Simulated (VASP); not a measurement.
Runs of VASP 6.6.1 on W. The structure is that of space group Im-3m (No. 229), or close to it. The cells are those of the table. 

```tsv
level	cell	k mesh	gap on the mesh (eV)	pressure (GPa)
r2SCAN	a = 2.728 Å, angles 109.5°, 1 atom	18 × 18 × 18	none	(a)
r2SCAN	a = 2.744 Å, angles 109.5°, 1 atom	18 × 18 × 18	none	1.2
PBE	a = 2.758 Å, angles 109.5°, 1 atom	8 × 8 × 8	none	0.5
r2SCAN	a = 2.758 Å, angles 109.5°, 1 atom	18 × 18 × 18	none	-3.6
```

Alike in all rows: task single point; potentials or basis VASP PAW PBE potentials, release 64 (W_sv); no spin polarisation; cutoff (eV) 520; smearing gaussian 0.05 eV.

Task: Estimate the missing entries.

Result: (a) 7.0.

Caveats: spin-orbit coupling is left out, which moves the levels of the heavy elements; the PAW data sets were made with another functional, which shifts forces and pressure a little (some runs).

A k mesh can miss the band edges, and the runs leave out spin-orbit coupling on W.

A gap of «none» marks levels without a gap at the run's occupations.
